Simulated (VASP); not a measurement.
Set up this calculation in VASP 6.6.1, as the native input.

```yaml
Task: single point
Functional: LDA
Potentials_or_basis: VASP PAW LDA potentials, release 64 (Hf_pv, N)
Cutoff: 520 eV
k_mesh: 8 × 8 × 12
Occupations: gaussian, width 0.15 eV
Spin: no spin polarisation
Dipole_correction: no
Further_INCAR_settings: ALGO = Normal; EDIFF = 1e-06; NBANDS = 34
```

The structure of Hf2N lies in POSCAR:

```
Hf2N
1.0
    5.2521585898      0.0000000000      0.0000000000
    0.0000000000      5.2521585898      0.0000000000
    0.0000000000      0.0000000000      3.2005839592
Hf N
4 2
Direct
    0.2816036895      0.3092031779      0.0000000000
    0.7183963105      0.6907968221      0.0000000000
    0.7816036895      0.1907968221      0.5000000000
    0.2183963105      0.8092031779      0.5000000000
    0.0000000000      0.0000000000      0.0000000000
    0.5000000000      0.5000000000      0.5000000000
```

This cell differs from its parent crystal: mode 4 frozen in at -0.102 Å, normal strain along x +0.0000.

These files were run (other wordings do the same):

INCAR

```
PREC = Accurate
ENCUT = 520
EDIFF = 1E-6
ISMEAR = 0
SIGMA = 0.15
LREAL = F
LASPH = T
NELM = 80
ALGO = Normal
ISIF = 2
LWAVE = F
LCHARG = T
LELF = T
LVHAR = T
NBANDS = 34
```

KPOINTS

```
Automatic mesh
0
Gamma
  8 8 12
```

Potentials or basis: VASP PAW LDA potentials, release 64 (Hf_pv, N).

The run is started by

```bash
$ cat potpaw_LDA.64/Hf_pv/POTCAR potpaw_LDA.64/N/POTCAR > POTCAR
$ mpirun -np 1 vasp_std > vasp.out
```

Results of the run:

```yaml
Pressure: -0.4 GPa
Largest_force: 0.076 eV/Å
Band_gap_on_the_k_mesh: zero (band 25 reaches 7.68 eV, above the bottom of band 26 at 4.92 eV)
```

Caveat: the cell differs from its parent crystal (mode 4 frozen in at -0.102 Å, normal strain along x +0.0000); spin-orbit coupling is left out, which moves the levels of the heavy elements.

Wall time 9.7 min on 1 thread of Oxide Virtual Turin-like Processor, with other jobs on the host, peak memory 0.43 GiB.
